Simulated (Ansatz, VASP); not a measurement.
## One calculation of ZnRh3, two programs

```xyz
4
Lattice="-1.8981 1.8981 3.7882 1.8981 -1.8981 3.7882 1.8981 1.8981 -3.7882" Properties=species:S:1:pos:R:3 pbc="T T T"
Zn    0.0000    0.0000    0.0000
Rh    0.0000    1.8981    1.8941
Rh    1.8981    0.0000    1.8941
Rh    0.0000    0.0000    3.7882
```

Alike in both runs: task single point; functional LDA; k mesh 7 × 7 × 7; no spin polarisation.

```csv
,VASP,Ansatz
version,VASP 6.6.1,Ansatz 0.2.0
potentials or method,"VASP PAW LDA potentials, release 64 (Zn, Rh_sv_GW)","plane waves, PAW"
plane-wave cutoff (eV),620,420
occupations,"fermi-dirac, width 0.1 eV",fermi-dirac
valence electrons in the cell,63,63
```

VASP gave:

```
pressure (GPa)                                                : -9.6
traceless stress, the component that is largest in VASP (GPa) : 0.32
```

Task: Which values does Ansatz return?

Result: Pressure (GPa): -10.2; traceless stress, the component that is largest in VASP (GPa): 0.30.

LDA's correlation is that of Perdew and Zunger in VASP and of Perdew and Wang (1992) in Ansatz.
